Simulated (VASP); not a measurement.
Here is a VASP 6.6.1 calculation.

The input INCAR:

```
PREC     = Accurate       # precision mode
ENCUT    = 520            # plane-wave cutoff, eV
EDIFF    = 1E-6           # SCF threshold, eV
ISMEAR   = -1             # smearing method
SIGMA    = 0.1            # smearing width, eV
LREAL    = False          # projectors in reciprocal space
LASPH    = True           # aspherical terms in the spheres
NELM     = 60             # most SCF steps
ALGO     = Normal         # electronic algorithm
ISIF     = 2              # what is computed and relaxed
LWAVE    = False          # write WAVECAR
LCHARG   = False          # write CHGCAR
GGA      = PE             # functional
NBANDS   = 14             # bands
```

File KPOINTS:

```
regular mesh
0
Gamma
  14 14 13
```

The input POSCAR:

```
Bi
1.0
    2.6492229734      0.0000000000      0.0000000000
   -1.3246114867      2.2942943952      0.0000000000
    0.0000000000      0.0000000000      2.5012023281
Bi
1
Direct
    0.0000000000      0.0000000000      0.0000000000
```

Potentials or basis: VASP PAW PBE potentials, release 64 (Bi_d).

The run is started by

```sh
$ cat potpaw_PBE.64/Bi_d/POTCAR > POTCAR
$ mpirun -np 1 vasp_std > vasp.out
```

**Question.** Predict the pressure.

**Answer.** 248.4 GPa.

**Question.** Predict the band gap on the k mesh.

**Answer.** Zero (an odd number of electrons rules out a gap without spin polarisation).

Caveat: the cell stands under pressure; spin-orbit coupling is left out, which moves the levels of the heavy elements.
